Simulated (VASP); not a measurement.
Wanted: the native input for a VASP 6.6.1 run.

* Task: single point
* Functional: PBEsol
* Potentials or basis: VASP PAW PBE potentials, release 64 (K_sv)
* Cutoff: 520 eV
* k mesh: 10 × 10 × 10
* Occupations: fermi-dirac, width 0.05 eV
* Spin: no spin polarisation
* Dipole correction: no
* Further INCAR settings: ALGO = Normal; EDIFF = 1e-06; NBANDS = 10

The structure of K lies in POSCAR:

```
K
1.0
   -2.7245341019      2.6975585167      2.6975585167
    2.6975585167     -2.7245341019      2.6975585167
    2.6975585167      2.6975585167     -2.7245341019
K
1
Direct
    0.0000000000      0.0000000000      0.0000000000
```

This cell differs from its parent crystal: equal xy, yz and zx shear strains of -1 %.

These files were run (other wordings do the same):

INCAR

```
SYSTEM = K
PREC = Accurate
ENCUT = 520
EDIFF = 1E-6
ISMEAR = -1
SIGMA = 0.05
LREAL = .False.
LASPH = .True.
NELM = 60
ALGO = Normal
ISIF = 2
LWAVE = .False.
LCHARG = .False.
GGA = PS
NBANDS = 10
```

KPOINTS

```
regular mesh
0
Gamma
  10 10 10
  0 0 0
```

Potentials or basis: VASP PAW PBE potentials, release 64 (K_sv).

Command:

```console
$ cat potpaw_PBE.64/K_sv/POTCAR > POTCAR
$ mpirun -np 1 vasp_std > vasp.out
```

Results of the run:

```yaml
Pressure: -0.3 GPa
Band_gap_on_the_k_mesh: zero (an odd number of electrons rules out a gap without spin polarisation)
```

Caveat: the cell differs from its parent crystal (equal xy, yz and zx shear strains of -1 %); the PAW data sets were made with another functional, which shifts forces and pressure a little.

Wall time 80 s on 1 thread of Intel(R) Xeon(R) Platinum 8259CL CPU @ 2.50GHz (Skylake/Cascade Lake) (shared host), peak memory 0.24 GiB.
